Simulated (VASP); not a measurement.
# Al3As (I4/mmm) in VASP: relaxation of cell and atoms with PBE

Aim: the relaxation of cell and atoms of Al3As with PBE.

Everything below comes from runs of VASP 6.6.1. Logs are shortened: lines on timing, memory, paths and dates and some standing lists are left out, and cuts for length are marked.

**1. The cell of the first run**

The structure is tetragonal, space group I4/mmm (No. 139). Conventional cell: a = 3.899 Å, b = 3.899 Å, c = 8.709 Å, α = 90.00°, β = 90.00°, γ = 90.00°. Within 3.6 Å of Al (site symmetry 4/mmm) lie 4 As at 2.76 Å and 8 Al at 2.92 Å. Within 3.6 Å of Al (site symmetry -4m2) lie 8 Al at 2.76 to 2.92 Å and 4 As at 2.92 Å. Within 3.6 Å of As (site symmetry 4/mmm) lie 12 Al at 2.76 to 2.92 Å.

**2. Relaxation of cell and atoms, PBE**

Input file INCAR:

```
PREC = Accurate
ENCUT = 510
EDIFF = 1E-7
ISMEAR = 0
SIGMA = 0.1
LREAL = False
LASPH = True
NELM = 120
ALGO = Normal
ISIF = 3
LWAVE = False
LCHARG = False
GGA = PE
IBRION = 2
NSW = 90
EDIFFG = -0.04
GGA_COMPAT = False
NELMIN = 4
```

Input file KPOINTS:

```
Automatic mesh
0
Gamma
  6 6 6
```

Input file POSCAR:

```
Al3As
1.0
   -1.9493197514      1.9493197514      4.3543246396
    1.9493197514     -1.9493197514      4.3543246396
    1.9493197514      1.9493197514     -4.3543246396
Al As
3 1
Direct
    0.5000000000      0.5000000000      0.0000000000
    0.2500000000      0.7500000000      0.5000000000
    0.7500000000      0.2500000000      0.5000000000
    0.0000000000      0.0000000000      0.0000000000
```

Potentials or basis: VASP PAW PBE potentials, release 64 (Al, As_d).

On the command line:

```console
$ cat potpaw_PBE.64/Al/POTCAR potpaw_PBE.64/As_d/POTCAR > POTCAR
$ mpirun -np 1 vasp_std > vasp.out
```

OUTCAR:

```text
PREC = Accurate
   ENCUT = 510
   EDIFF = 1E-7
   ISMEAR = 0
   LREAL = False
   LASPH = True
   NELM = 120
   ISIF = 3
   GGA = PE
   IBRION = 2
   NSW = 90
   EDIFFG = -0.04
   NELMIN = 4

 ion  position               nearest neighbor table
   1  0.500  0.500  0.000-   4 2.76   4 2.76   4 2.76   4 2.76   3 2.92   2 2.92   3 2.92   3 2.92
                             2 2.92   2 2.92   3 2.92   2 2.92
   2  0.250  0.750  0.500-   3 2.76   3 2.76   3 2.76   3 2.76   4 2.92   1 2.92   4 2.92   1 2.92
                             4 2.92   4 2.92   1 2.92   1 2.92
   3  0.750  0.250  0.500-   2 2.76   2 2.76   2 2.76   2 2.76   4 2.92   1 2.92   4 2.92   4 2.92
                             1 2.92   1 2.92   4 2.92   1 2.92
   4  0.000  0.000  0.000-   1 2.76   1 2.76   1 2.76   1 2.76   3 2.92   2 2.92   3 2.92   2 2.92
                             3 2.92   3 2.92   2 2.92   2 2.92

  LATTYP: Found a body centered tetragonal cell.
 ALAT       =     3.8986395028
 C/A-ratio  =     2.2337662338

  Lattice vectors:

 A1 = (  -1.9493197514,   1.9493197514,   4.3543246396)
 A2 = (   1.9493197514,  -1.9493197514,   4.3543246396)
 A3 = (   1.9493197514,   1.9493197514,  -4.3543246396)

Analysis of symmetry for initial positions (statically):
=====================================================================
 Subroutine PRICEL returns:
 Original cell was already a primitive cell.

 Routine SETGRP: Setting up the symmetry group for a
 body centered tetragonal supercell.

 Subroutine GETGRP returns: Found 16 space group operations
 (whereof 16 operations were pure point group operations)
 out of a pool of 16 trial point group operations.

The static configuration has the point symmetry D_4h.

Analysis of symmetry for dynamics (positions and initial velocities):
=====================================================================
 Subroutine PRICEL returns:
 Original cell was already a primitive cell.

 Routine SETGRP: Setting up the symmetry group for a
 body centered tetragonal supercell.

 Subroutine GETGRP returns: Found 16 space group operations
 (whereof 16 operations were pure point group operations)
 out of a pool of 16 trial point group operations.

The dynamic configuration has the point symmetry D_4h.

 Subroutine INISYM returns: Found 16 space group operations
 (whereof 16 operations are pure point group operations),
 and found     1 'primitive' translations

----------------------------------------------------------------------------------------
[... 110 lines left out ...]
   EMIN   =  10.00;   EMAX   =-10.00  energy-range for DOS
   EFERMI =   0.00;   METHOD = LEGACY
   ISMEAR =     0;   SIGMA  =   0.10  broadening in eV -4-tet -1-fermi 0-gaus
   EFERMI_NEDOS =   21; number of points for ismear=-14 and -15
   IALGO  =     38    algorithm
   IMIX   =      4    mixing-type and parameters
     AMIX     =   0.40;   BMIX     =  1.00
     AMIX_MAG =   1.60;   BMIX_MAG =  1.00
  volume/ion in A,a.u.               =      16.55       111.66
  Fermi-wavevector in a.u.,A,eV,Ry     =   1.167427  2.206116 18.543175  1.362885
  Thomas-Fermi vector in A             =   2.303927
   LORBIT       =      0    0 simple, 1 ext, 2 COOP (PROOUT), +10 PAW based schemes
   GGA     = PE    functional components
   LHFCALC =     F    Hartree Fock is set to
   AEXX    =    0.0000 exact exchange contribution
   IVDW    =     0    specifies the selected vdW correction
   LEPSILON=     F    determine dielectric tensor
   LRPA    =     F    only Hartree local field effects (RPA)
 conjugate gradient relaxation of ions
 non-spin polarized calculation
 Gauss-broadening in eV      SIGMA  =   0.10
  energy-cutoff  :      510.00
  volume of cell :       66.18
 maximum number of plane-waves:      1742
 NGX is ok and might be reduce to    40
   NGX = 19   NGY = 19   NGZ = 19

--------------------------------------- Ionic step        1  -------------------------------------------

 number of electron      24.0000007 magnetization

 Free energy of the ion-electron system (eV)
  ---------------------------------------------------
  ext. energy  EPLUGINS =         0.00000000
  ---------------------------------------------------
  free energy    TOTEN  =       -15.46044777 eV

  energy without entropy =      -15.44751162  energy(sigma->0) =      -15.45397969

------------------------ aborting loop because EDIFF is reached ----------------------------------------

  FORCE on cell =-STRESS in cart. coord.  units (eV):
  Direction    XX          YY          ZZ          XY          YZ          ZX
  --------------------------------------------------------------------------------------
  -------------------------------------------------------------------------------------
  Total        1.8584915      1.8584915      1.5018486      0.0000000      0.0000000      0.0000000
  in kB       44.9908505     44.9908505     36.3571454      0.0000000      0.0000000      0.0000000
  external PRESSURE =      42.1129488 kB  Pullay stress =       0.0000000 kB
[... 63 lines left out ...]
--------------------------------------- Ionic step        3  -------------------------------------------

 number of electron      24.0000001 magnetization

 Free energy of the ion-electron system (eV)
  ---------------------------------------------------
  ext. energy  EPLUGINS =         0.00000000
  ---------------------------------------------------
  free energy    TOTEN  =       -15.50492678 eV

  energy without entropy =      -15.49246819  energy(sigma->0) =      -15.49869749

 E-fermi :   7.0594     XC(G=0): -10.4991

 val. band max:        6.9912331973   @ k =  -0.1667  -0.3333   0.1667
 cond. band min:       7.0604700864   @ k =   0.3333  -0.0000   0.0000
 fundamental gap:      0.0692368891
 Fermi energy:         7.0594063071

 k-point     1 :       0.0000    0.0000    0.0000
  band No.  band energies     occupation
      1     -28.9745      2.00000
      2     -28.9710      2.00000
      3     -28.9710      2.00000
      4     -28.9699      2.00000
      5     -28.9668      2.00000
      6      -6.1317      2.00000
[... 433 lines left out ...]
      3     -28.9710      2.00000
      4     -28.9700      2.00000
      5     -28.9665      2.00000
      6      -5.6427      2.00000
[... 8 lines left out ...]
     15       9.5209      0.00000
     16      10.5979      0.00000

 [... further k-points ...]

------------------------ aborting loop because EDIFF is reached ----------------------------------------

  FORCE on cell =-STRESS in cart. coord.  units (eV):
  Direction    XX          YY          ZZ          XY          YZ          ZX
  --------------------------------------------------------------------------------------
  -------------------------------------------------------------------------------------
  Total       -0.0143365     -0.0143365     -0.0121969      0.0000000     -0.0000000      0.0000000
  in kB       -0.3297719     -0.3297719     -0.2805559      0.0000000     -0.0000000      0.0000000
  external PRESSURE =      -0.3133666 kB  Pullay stress =       0.0000000 kB
[... 19 lines left out ...]
  FREE ENERGIE OF THE ION-ELECTRON SYSTEM (eV)
  ---------------------------------------------------
  free  energy   TOTEN  =       -15.5049267796 eV

  energy  without entropy=      -15.4924681924  energy(sigma->0) =      -15.49869749

 reached required accuracy - stopping structural energy minimisation
```

OSZICAR:

```text
N       E                     dE             d eps       ncg     rms          rms(c)
DAV:   1     0.115834219129E+03    0.11583E+03   -0.11293E+04  1120   0.495E+03
DAV:   2    -0.177852121456E+01   -0.11761E+03   -0.11566E+03  1136   0.753E+02
DAV:   3    -0.151122718144E+02   -0.13334E+02   -0.13282E+02  1152   0.106E+02
[... 26 lines left out ...]
DAV:   3    -0.155053917356E+02    0.50117E-02   -0.90337E-03  1184   0.139E+00    0.148E-01
DAV:   4    -0.155049323653E+02    0.45937E-03   -0.76582E-04  1208   0.314E-01    0.573E-02
DAV:   5    -0.155049245917E+02    0.77736E-05   -0.75258E-05  1168   0.689E-02    0.230E-02
DAV:   6    -0.155049267377E+02   -0.21460E-05   -0.87762E-06  1240   0.635E-02    0.309E-03
DAV:   7    -0.155049267796E+02   -0.41824E-07   -0.41512E-07  1048   0.452E-03
   3 F= -.15504927E+02 E0= -.15498697E+02  d E =-.444790E-01
```

It took 2.5 min on 1 thread of Intel Xeon Platinum 8259CL at 2.50GHz (Skylake/Cascade Lake), shared host; peak memory 0.26 GiB.

What came out:

- Free energy: -15.5049 eV
- Relaxed volume: 17.41 Å³/atom
- Relaxed cell: a = 5.235 Å, b = 5.235 Å, c = 5.235 Å, α = 135.43°, β = 135.43°, γ = 64.86°
- Space group after relaxing (to 0.1 Å): I4/mmm (No. 139)
- Energy gained by relaxing: 11.1 meV/atom
- Ionic steps: 3
- Pressure after relaxing: 0.0 GPa
- Band gap on the k mesh: zero (bands 12 and 13 overlap by 3.73 eV)

Step by step:
| step | energy change (eV) | largest force (eV/Å) | pressure (GPa) | volume (Å³) |
| --- | --- | --- | --- | --- |
| 1 | 0.0000 | 0.0000 | 4.21 | 66.18 |
| 2 | -0.0428 | 0.0000 | -0.85 | 70.44 |
| 3 | -0.0445 | 0.0000 | -0.03 | 69.65 |

Final structure:
```xyz
4
Lattice="-1.9851 1.9851 4.4189 1.9851 -1.9851 4.4189 1.9851 1.9851 -4.4189" Properties=species:S:1:pos:R:3 pbc="T T T"
Al    0.0000    0.0000    4.4189
Al    1.9851    0.0000    2.2095
Al    0.0000    1.9851    2.2095
As    0.0000    0.0000    0.0000
```

The gap in the log of VASP goes by the Fermi energy; the results here count the filled bands.